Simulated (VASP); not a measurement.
# GaP (F-43m) in VASP: a series of runs

GaP is run at these levels: r2SCAN; tasks: single point.

Program: VASP 6.6.1. These are calculated values, not measurements. Logs are shortened: lines on timing, memory, paths and dates and some standing lists are left out, and cuts for length are marked.

## (1) The cell of the first run

It takes space group F-43m (No. 216, cubic). Conventional cell: a = 5.396 Å, b = 5.396 Å, c = 5.396 Å, α = 90.00°, β = 90.00°, γ = 90.00°. Within 3.1 Å of Ga (site symmetry -43m) lie 4 P at 2.34 Å. P (site symmetry -43m) has 4 Ga at 2.34 Å within 3.1 Å.

## (2) Single point, r2SCAN, non-collinear spin, zero start, spin-orbit coupling (strain -1.0%)

Contents of POSCAR:

```
GaP
1.0
    0.0000000000      2.6981452945      2.6981452945
    2.6981452945      0.0000000000      2.6981452945
    2.6981452945      2.6981452945      0.0000000000
Ga P
1 1
Direct
    0.0000000000      0.0000000000      0.0000000000
    0.2500000000      0.2500000000      0.2500000000
```

Contents of INCAR.step1:

```
SYSTEM = GaP
PREC     = Accurate       ! precision mode
ENCUT    = 520            ! plane-wave cutoff, eV
ISMEAR   = 0              ! smearing method
SIGMA    = 0.01           ! smearing width, eV
LREAL    = .FALSE.        ! projectors in reciprocal space
LASPH    = .TRUE.         ! aspherical terms in the spheres
NELM     = 150            ! most SCF steps
MAGMOM   = 0 0 0 0 0 0    ! initial moments
LSORBIT  = .TRUE.         ! spin-orbit coupling
GGA_COMPAT= .FALSE.      
NBANDS   = 30             ! bands
GGA      = PE             ! functional
ALGO     = Normal         ! electronic algorithm
EDIFF    = 1E-4           ! SCF threshold, eV
LWAVE    = .TRUE.         ! write WAVECAR
LCHARG   = .FALSE.        ! write CHGCAR
```

Contents of INCAR.step2:

```
SYSTEM = GaP
PREC     = Accurate       ! precision mode
ENCUT    = 520            ! plane-wave cutoff, eV
EDIFF    = 1E-6           ! SCF threshold, eV
ISMEAR   = 0              ! smearing method
SIGMA    = 0.01           ! smearing width, eV
LREAL    = .FALSE.        ! projectors in reciprocal space
LASPH    = .TRUE.         ! aspherical terms in the spheres
NELM     = 150            ! most SCF steps
ALGO     = Normal         ! electronic algorithm
ISIF     = 2              ! what is computed and relaxed
LWAVE    = .FALSE.        ! write WAVECAR
LCHARG   = .FALSE.        ! write CHGCAR
MAGMOM   = 0 0 0 0 0 0    ! initial moments
LORBIT   = 11             ! projections on sites
LSORBIT  = .TRUE.         ! spin-orbit coupling
GGA_COMPAT= .FALSE.      
LORBMOM  = .TRUE.       
METAGGA  = R2SCAN         ! meta-GGA
LMIXTAU  = .TRUE.       
NBANDS   = 30             ! bands
ISTART   = 1
```

Contents of KPOINTS:

```
Automatic mesh
0
G
  8 8 8
  0 0 0
```

Potentials or basis: VASP PAW PBE potentials, release 64 (Ga_d, P).

The run is started by

```sh
$ cat potpaw_PBE.64/Ga_d/POTCAR potpaw_PBE.64/P/POTCAR > POTCAR
$ cp INCAR.step1 INCAR
$ mpirun -np 1 vasp_ncl > vasp.out
$ cp INCAR.step2 INCAR
$ mpirun -np 1 vasp_ncl > vasp.out
```

OUTCAR:

```text
SYSTEM = GaP
   PREC = Accurate
   ENCUT = 520
   EDIFF = 1E-6
   ISMEAR = 0
   LREAL = .FALSE.
   LASPH = .TRUE.
   NELM = 150
   ISIF = 2
   LORBIT = 11
   LSORBIT = .TRUE.
   METAGGA = R2SCAN
   ISTART = 1

 ion  position               nearest neighbor table
   1  0.000  0.000  0.000-   2 2.34   2 2.34   2 2.34   2 2.34
   2  0.250  0.250  0.250-   1 2.34   1 2.34   1 2.34   1 2.34

  LATTYP: Found a face centered cubic cell.
 ALAT       =     5.3962905890

  Lattice vectors:

 A1 = (   0.0000000000,   2.6981452945,   2.6981452945)
 A2 = (   2.6981452945,   0.0000000000,   2.6981452945)
 A3 = (   2.6981452945,   2.6981452945,   0.0000000000)

Analysis of symmetry for initial positions (statically):
=====================================================================
 Subroutine PRICEL returns:
 Original cell was already a primitive cell.

 Routine SETGRP: Setting up the symmetry group for a
 face centered cubic supercell.

 Subroutine GETGRP returns: Found 24 space group operations
 (whereof 24 operations were pure point group operations)
 out of a pool of 48 trial point group operations.

The static configuration has the point symmetry T_d .

Analysis of symmetry for dynamics (positions and initial velocities):
=====================================================================
 Subroutine PRICEL returns:
 Original cell was already a primitive cell.

 Routine SETGRP: Setting up the symmetry group for a
 face centered cubic supercell.

 Subroutine GETGRP returns: Found 24 space group operations
 (whereof 24 operations were pure point group operations)
 out of a pool of 48 trial point group operations.

The dynamic configuration has the point symmetry T_d .

Analysis of structural, dynamic, and magnetic symmetry:
=====================================================================
 Subroutine PRICEL returns:
 Original cell was already a primitive cell.

 Routine SETGRP: Setting up the symmetry group for a
 face centered cubic supercell.

 Subroutine GETGRP returns: Found 24 space group operations
 (whereof 24 operations were pure point group operations)
 out of a pool of 48 trial point group operations.

The overall configuration has the point symmetry T_d .

 Subroutine INISYM returns: Found 24 space group operations
 (whereof 24 operations are pure point group operations),
 and found     1 'primitive' translations

----------------------------------------------------------------------------------------

                                     Primitive cell

  volume of cell :      39.2849

  direct lattice vectors                    reciprocal lattice vectors
     0.000000000  2.698145295  2.698145295    -0.185312482  0.185312482  0.185312482
     2.698145295  0.000000000  2.698145295     0.185312482 -0.185312482  0.185312482
     2.698145295  2.698145295  0.000000000     0.185312482  0.185312482 -0.185312482

  length of vectors
     3.815753669  3.815753669  3.815753669     0.320970633  0.320970633  0.320970633

  position of ions in fractional coordinates (direct lattice)
     0.000000000  0.000000000  0.000000000
     0.250000000  0.250000000  0.250000000

  ion indices of the primitive-cell ions
   primitive index   ion index
                 1           1
                 2           2

----------------------------------------------------------------------------------------

 KPOINTS: Automatic mesh

Automatic generation of k-mesh.
 Grid dimensions read from file:
 generate k-points for:    8    8    8

 Generating k-lattice:

  Cartesian coordinates                     Fractional coordinates (reciprocal lattice)
    -0.023164060  0.023164060  0.023164060     0.125000000  0.000000000  0.000000000
[... 97 lines left out ...]

 number of electron      18.0000000 magnetization       0.0000000      0.0000000     -0.0000000

 number of electron      18.0000000 magnetization       0.0000000      0.0000000      0.0000000

 Free energy of the ion-electron system (eV)
  ---------------------------------------------------
  ext. energy  EPLUGINS =         0.00000000
  ---------------------------------------------------
  free energy    TOTEN  =       -21.45849734 eV

  energy without entropy =      -21.45849734  energy(sigma->0) =      -21.45849734

 E-fermi :   4.8495     XC(G=0): -10.6962

 val. band max:        4.8025856759   @ k =   0.0000   0.0000   0.0000
 cond. band min:       6.6254268284   @ k =   0.5000   0.5000   0.0000
 fundamental gap:      1.8228411524
 Fermi energy:         4.8494601249

 k-point     1 :       0.0000    0.0000    0.0000
  band No.  band energies     occupation
      1     -10.4983      1.00000
      2     -10.4983      1.00000
      3     -10.4983      1.00000
      4     -10.4983      1.00000
      5     -10.0851      1.00000
      6     -10.0851      1.00000
[... 781 lines left out ...]
     29      17.3026      0.00000
     30      17.3073      0.00000

 [... further k-points ...]

------------------------ aborting loop because EDIFF is reached ----------------------------------------

  FORCE on cell =-STRESS in cart. coord.  units (eV):
  Direction    XX          YY          ZZ          XY          YZ          ZX
  --------------------------------------------------------------------------------------
  -------------------------------------------------------------------------------------
  Total        0.6691694      0.6691694      0.6691694     -0.0000000      0.0000000     -0.0000000
  in kB       27.2910742     27.2910742     27.2910742     -0.0000000      0.0000000     -0.0000000
  external PRESSURE =      27.2910742 kB  Pullay stress =       0.0000000 kB

 VOLUME and BASIS-vectors are now :
 -----------------------------------------------------------------------------
  energy-cutoff  :      520.00
  volume of cell :       39.28
      direct lattice vectors                 reciprocal lattice vectors
     0.000000000  2.698145295  2.698145295    -0.185312482  0.185312482  0.185312482
     2.698145295  0.000000000  2.698145295     0.185312482 -0.185312482  0.185312482
     2.698145295  2.698145295  0.000000000     0.185312482  0.185312482 -0.185312482

 POSITION                                       TOTAL-FORCE (eV/Angst)
 -----------------------------------------------------------------------------------
      0.00000      0.00000      0.00000         0.000000      0.000000      0.000000
      1.34907      1.34907      1.34907        -0.000000     -0.000000     -0.000000
 -----------------------------------------------------------------------------------
    total drift:                               -0.000004     -0.000004     -0.000004

  FREE ENERGIE OF THE ION-ELECTRON SYSTEM (eV)
  ---------------------------------------------------
  free  energy   TOTEN  =       -21.4584973420 eV

  energy  without entropy=      -21.4584973420  energy(sigma->0) =      -21.45849734

 orbital moment (x)

 # of ion     p       d       tot
 ----------------------------------------
  1        -0.000  -0.000  -0.000
  2         0.000   0.000   0.000
 ----------------------------------------
            0.000  -0.000  -0.000

 orbital moment (y)

 # of ion     p       d       tot
 ----------------------------------------
  1         0.000   0.000   0.000
  2        -0.000   0.000  -0.000
 ----------------------------------------
           -0.000   0.000   0.000

 orbital moment (z)

 # of ion     p       d       tot
 ----------------------------------------
  1        -0.000  -0.000  -0.000
  2         0.000   0.000   0.000
 ----------------------------------------
           -0.000  -0.000  -0.000

 Spin-Orbit-Coupling matrix elements

 Ion:    1  E_soc:     -0.0114317
 l=   1
     0.0000000    -0.0010747    -0.0010747
    -0.0010747     0.0000000    -0.0010747
    -0.0010747    -0.0010747     0.0000000
 l=   2
     0.0000000    -0.0001695     0.0000000    -0.0001695    -0.0006610
    -0.0001695     0.0000000    -0.0004958    -0.0001695    -0.0001653
     0.0000000    -0.0004958     0.0000000    -0.0004958     0.0000000
    -0.0001695    -0.0001695    -0.0004958     0.0000000    -0.0001653
    -0.0006610    -0.0001653     0.0000000    -0.0001653     0.0000000
 l=   3
     0.0000000     0.0000000     0.0000000     0.0000000     0.0000000     0.0000000     0.0000000
     0.0000000     0.0000000     0.0000000     0.0000000     0.0000000     0.0000000     0.0000000
     0.0000000     0.0000000     0.0000000     0.0000000     0.0000000     0.0000000     0.0000000
     0.0000000     0.0000000     0.0000000     0.0000000     0.0000000     0.0000000     0.0000000
     0.0000000     0.0000000     0.0000000     0.0000000     0.0000000     0.0000000     0.0000000
     0.0000000     0.0000000     0.0000000     0.0000000     0.0000000     0.0000000     0.0000000
     0.0000000     0.0000000     0.0000000     0.0000000     0.0000000     0.0000000     0.0000000

 Ion:    2  E_soc:     -0.0008303
 l=   1
     0.0000000    -0.0001384    -0.0001384
    -0.0001384     0.0000000    -0.0001384
    -0.0001384    -0.0001384     0.0000000
 l=   2
     0.0000000     0.0000000     0.0000000     0.0000000     0.0000000
     0.0000000     0.0000000     0.0000000     0.0000000     0.0000000
     0.0000000     0.0000000     0.0000000     0.0000000     0.0000000
     0.0000000     0.0000000     0.0000000     0.0000000     0.0000000
     0.0000000     0.0000000     0.0000000     0.0000000     0.0000000
 l=   3
     0.0000000     0.0000000     0.0000000     0.0000000     0.0000000     0.0000000     0.0000000
     0.0000000     0.0000000     0.0000000     0.0000000     0.0000000     0.0000000     0.0000000
     0.0000000     0.0000000     0.0000000     0.0000000     0.0000000     0.0000000     0.0000000
     0.0000000     0.0000000     0.0000000     0.0000000     0.0000000     0.0000000     0.0000000
     0.0000000     0.0000000     0.0000000     0.0000000     0.0000000     0.0000000     0.0000000
     0.0000000     0.0000000     0.0000000     0.0000000     0.0000000     0.0000000     0.0000000
     0.0000000     0.0000000     0.0000000     0.0000000     0.0000000     0.0000000     0.0000000

 total charge

# of ion       s       p       d       tot
------------------------------------------
    1        0.835   0.881  10.025  11.740
    2        1.007   1.561   0.000   2.569
--------------------------------------------------
tot          1.842   2.442  10.025  14.309

 magnetization (x)

# of ion       s       p       d       tot
------------------------------------------
    1       -0.000   0.000  -0.000   0.000
    2        0.000   0.000   0.000   0.000
--------------------------------------------------
tot          0.000   0.000  -0.000   0.000

 magnetization (y)

# of ion       s       p       d       tot
------------------------------------------
    1       -0.000   0.000  -0.000  -0.000
    2        0.000   0.000   0.000   0.000
--------------------------------------------------
tot         -0.000   0.000  -0.000  -0.000

 magnetization (z)

# of ion       s       p       d       tot
------------------------------------------
    1       -0.000  -0.000   0.000  -0.000
    2        0.000  -0.000   0.000  -0.000
--------------------------------------------------
tot          0.000  -0.000   0.000  -0.000
```

Run time: 8.6 min. Hardware: 1 thread of Intel Xeon Platinum 8259CL at 2.50GHz (Skylake/Cascade Lake), shared host; peak memory 0.32 GiB.

What came out:

```yaml
Free_energy: -21.4585 eV
Pressure: 2.7 GPa
Net_moment: 0.00 μB per cell
Valence_electrons_inside_the_program's_atomic_spheres: Ga 11.74; P 2.57
```

Moments on the atoms (μB; x, y, z):
```
Ga  0.00 0.00 0.00
P   0.00 0.00 0.00
```

Caveat: the cell differs from its parent crystal (strain -1.0%); the PAW data sets were made with another functional, which shifts forces and pressure a little.

## (3) Single point, r2SCAN, non-collinear spin, zero start, spin-orbit coupling (strain +1.0%)

Contents of POSCAR:

```
GaP
1.0
    0.0000000000      2.7526532803      2.7526532803
    2.7526532803      0.0000000000      2.7526532803
    2.7526532803      2.7526532803      0.0000000000
Ga P
1 1
Direct
    0.0000000000      0.0000000000      0.0000000000
    0.2500000000      0.2500000000      0.2500000000
```

INCAR.step1 is that of step 2.

INCAR.step2 is that of step 2.

KPOINTS is that of step 2.

Potentials or basis: VASP PAW PBE potentials, release 64 (Ga_d, P).

The run is started by

```sh
$ cat potpaw_PBE.64/Ga_d/POTCAR potpaw_PBE.64/P/POTCAR > POTCAR
$ cp INCAR.step1 INCAR
$ mpirun -np 1 vasp_ncl > vasp.out
$ cp INCAR.step2 INCAR
$ mpirun -np 1 vasp_ncl > vasp.out
```

OUTCAR:

```text
SYSTEM = GaP
   PREC = Accurate
   ENCUT = 520
   EDIFF = 1E-6
   ISMEAR = 0
   LREAL = .FALSE.
   LASPH = .TRUE.
   NELM = 150
   ISIF = 2
   LORBIT = 11
   LSORBIT = .TRUE.
   METAGGA = R2SCAN
   ISTART = 1

 ion  position               nearest neighbor table
   1  0.000  0.000  0.000-   2 2.38   2 2.38   2 2.38   2 2.38
   2  0.250  0.250  0.250-   1 2.38   1 2.38   1 2.38   1 2.38

  LATTYP: Found a face centered cubic cell.
 ALAT       =     5.5053065606

  Lattice vectors:

 A1 = (   0.0000000000,   2.7526532803,   2.7526532803)
 A2 = (   2.7526532803,   0.0000000000,   2.7526532803)
[... 1088 lines left out ...]
     0.0000000     0.0000000     0.0000000     0.0000000     0.0000000
 l=   3
     0.0000000     0.0000000     0.0000000     0.0000000     0.0000000     0.0000000     0.0000000
     0.0000000     0.0000000     0.0000000     0.0000000     0.0000000     0.0000000     0.0000000
     0.0000000     0.0000000     0.0000000     0.0000000     0.0000000     0.0000000     0.0000000
     0.0000000     0.0000000     0.0000000     0.0000000     0.0000000     0.0000000     0.0000000
     0.0000000     0.0000000     0.0000000     0.0000000     0.0000000     0.0000000     0.0000000
     0.0000000     0.0000000     0.0000000     0.0000000     0.0000000     0.0000000     0.0000000
     0.0000000     0.0000000     0.0000000     0.0000000     0.0000000     0.0000000     0.0000000

 total charge

# of ion       s       p       d       tot
------------------------------------------
    1        0.828   0.815  10.011  11.655
    2        1.010   1.522   0.000   2.532
--------------------------------------------------
tot          1.838   2.337  10.011  14.187

 magnetization (x)

# of ion       s       p       d       tot
------------------------------------------
    1       -0.000   0.000  -0.000   0.000
    2        0.000  -0.000   0.000   0.000
--------------------------------------------------
tot          0.000   0.000  -0.000   0.000

 magnetization (y)

# of ion       s       p       d       tot
------------------------------------------
    1        0.000   0.000  -0.000   0.000
    2        0.000   0.000   0.000   0.000
--------------------------------------------------
tot          0.000   0.000  -0.000   0.000

 magnetization (z)

# of ion       s       p       d       tot
------------------------------------------
    1        0.000  -0.000  -0.000  -0.000
    2        0.000   0.000   0.000   0.000
--------------------------------------------------
tot          0.000  -0.000  -0.000  -0.000
```

OSZICAR.step1:

```text
N       E                     dE             d eps       ncg     rms          rms(c)
DAV:   1     0.129736897338E+03    0.12974E+03   -0.83086E+03  2844   0.175E+03
DAV:   2     0.800291050954E+01   -0.12173E+03   -0.11475E+03  2690   0.443E+02
DAV:   3    -0.876939043676E+01   -0.16772E+02   -0.16498E+02  3044   0.116E+02
DAV:   4    -0.937725545055E+01   -0.60787E+00   -0.60629E+00  3120   0.234E+01
DAV:   5    -0.939165340917E+01   -0.14398E-01   -0.14395E-01  3168   0.342E+00    0.414E+00
DAV:   6    -0.915295360665E+01    0.23870E+00   -0.32594E-01  3838   0.108E+01    0.252E+00
DAV:   7    -0.913083530841E+01    0.22118E-01   -0.14414E-01  3000   0.256E+00    0.116E+00
DAV:   8    -0.913171284300E+01   -0.87753E-03   -0.23080E-02  3310   0.248E+00    0.226E-01
DAV:   9    -0.913150814250E+01    0.20470E-03   -0.28127E-03  3670   0.110E+00    0.131E-01
DAV:  10    -0.913162180571E+01   -0.11366E-03   -0.43670E-04  3694   0.240E-01    0.342E-02
DAV:  11    -0.913170894711E+01   -0.87141E-04   -0.11949E-04  2594   0.148E-01
   1 F= -.91317089E+01 E0= -.91317089E+01  d E =-.739686E-14  mag=    -0.0000    -0.0000     0.0000
```

Run time: 13 min. Hardware: 1 thread of Intel Xeon Platinum 8259CL at 2.50GHz (Skylake/Cascade Lake), shared host; peak memory 0.36 GiB.

What came out:

- Free energy: -21.4588 eV
- Pressure: -2.5 GPa
- Net moment: 0.00 μB per cell
- Valence electrons inside the program's atomic spheres: Ga 11.65; P 2.53

Moments on the atoms (μB; x, y, z):
```
Ga  0.00 0.00 0.00
P   0.00 0.00 0.00
```

Caveat: the cell differs from its parent crystal (strain +1.0%); the PAW data sets were made with another functional, which shifts forces and pressure a little.
